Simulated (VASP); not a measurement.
A run of VASP 6.6.1 is set up as follows.

The input INCAR:

```
SYSTEM = CdS
ALGO = Normal
EDIFF = 1E-7
EDIFFG = -0.02
ENCUT = 520
GGA = PE
IBRION = 2
ISIF = 2
ISMEAR = -1
LASPH = .TRUE.
LCHARG = .FALSE.
LREAL = .FALSE.
LWAVE = .FALSE.
NELM = 80
NSW = 80
PREC = Accurate
SIGMA = 0.02
```

Contents of KPOINTS:

```
k-points
0
G
  8 8 4
  0 0 0
```

Contents of POSCAR:

```
CdS
1.0
    4.1500000000      0.0000000000      0.0000000000
   -2.0750000000      3.5940054257      0.0000000000
    0.0000000000      0.0000000000      6.7370000000
Cd S
2 2
Direct
    0.3333333333      0.6666666667      0.0000000000
    0.6666666667      0.3333333333      0.5000000000
    0.3333333333      0.6666666667      0.3750000000
    0.6666666667      0.3333333333      0.8750000000
```

Potentials or basis: VASP PAW PBE potentials, release 64 (Cd, S).

The run is started by

```sh
$ cat potpaw_PBE.64/Cd/POTCAR potpaw_PBE.64/S/POTCAR > POTCAR
$ mpirun -np 1 vasp_std > vasp.out
```

(1) Estimate the energy gained by relaxing.

(2) Predict the band gap on the k mesh.

Results:

(1) 0.2 meV/atom.

(2) 1.20 eV.
